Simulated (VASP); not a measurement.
**Ge: single point with PBE**

Crystal: Ge.

```
Ge
1.0
     0.00000    2.53358    2.53358
     2.53358    0.00000    2.53358
     2.53358    2.53358    0.00000
Ge
2
Direct
  0.87500 0.87500 0.87500
  0.12500 0.12500 0.12500
```

```
Program             : VASP 6.6.1
Task                : single point
Functional          : PBE
Potentials or basis : VASP PAW PBE potentials, release 64 (Ge_d)
Cutoff              : 520 eV
k mesh              : 11 × 11 × 11
Occupations         : fermi-dirac, width 0.08 eV
Spin                : no spin polarisation
```

```
Pressure               : 55.9 GPa
Band gap on the k mesh : zero (bands 14 and 15 overlap by 0.04 eV)
```

Levels at points of the mesh, in eV from the Fermi level:
```tsv
k point	band 10	band 11	band 12	band 13	band 14	band 15	band 16	band 17	band 18	band 19
(0.00, 0.00, 0.00)	-24.98	-15.74	0.09	0.09	0.09	2.66	2.66	2.66	3.48	7.26
```

Wall time 29 s on 1 thread of AMD EPYC 7R13 Processor (Zen 3) (shared host), peak memory 0.14 GiB.

Caveat: the cell stands under pressure; semilocal functionals underestimate gaps, so a narrow gap can read as zero.
